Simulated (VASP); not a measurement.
Here is a VASP 6.6.1 calculation.

File INCAR:

```
  PREC = Accurate
  ENCUT = 520
  EDIFF = 1E-6
  ISMEAR = 0
  SIGMA = 0.1
  LREAL = False
  LASPH = True
  NELM = 60
  ALGO = Normal
  ISIF = 2
  LWAVE = False
  LCHARG = False
  GGA = PE
  NBANDS = 41
```

File KPOINTS:

```
regular mesh
0
Gamma
  6 6 1
```

File POSCAR:

```
Mg5CdTe6
1.0
    4.2573003000      0.0000000000      0.0000000000
   -2.1286501000      3.6869302000      0.0000000000
    0.0000000000      0.0000000000     20.7418842000
Mg Cd Te
5 1 6
Direct
    0.0000000000      0.0000000000      0.3345350000
    0.0000000000      0.0000000000      0.6654650000
    0.0000000000      0.0000000000      0.8311000000
    0.0000000000      0.0000000000      0.1689000000
    0.0000000000      0.0000000000      0.5000000000
    0.0000000000      0.0000000000      0.0000000000
    0.3333333000      0.6666667000      0.9127610000
    0.3333333000      0.6666667000      0.2518850000
    0.3333333000      0.6666667000      0.5827520000
    0.6666667000      0.3333333000      0.0872390000
    0.6666667000      0.3333333000      0.4172480000
    0.6666667000      0.3333333000      0.7481150000
```

Potentials or basis: VASP PAW PBE potentials, release 64 (Mg, Cd, Te).

Command:

```console
$ cat potpaw_PBE.64/Mg/POTCAR potpaw_PBE.64/Cd/POTCAR potpaw_PBE.64/Te/POTCAR > POTCAR
$ mpirun -np 1 vasp_std > vasp.out
```

Question: What does it give for the pressure?

Answer: 0.0 GPa.

Question: Estimate the largest force.

Answer: 0.014 eV/Å.

Question: Estimate the band gap on the k mesh.

Answer: 0.45 eV (least direct gap 1.27 eV).

Forces on the atoms (eV/Å):
```
Mg   0.000  0.000  0.005
Mg   0.000  0.000 -0.005
Mg   0.000  0.000  0.003
Mg   0.000  0.000 -0.003
Mg   0.000  0.000  0.000
Cd   0.000  0.000  0.000
Te   0.000  0.000 -0.014
Te   0.000  0.000  0.003
Te   0.000  0.000 -0.002
Te   0.000  0.000  0.014
Te   0.000  0.000  0.002
Te   0.000  0.000 -0.003
```

Caveat: semilocal functionals underestimate gaps, and a narrow one can read as zero; spin-orbit coupling is left out, which moves the levels of the heavy elements. A k mesh can miss the band edges.
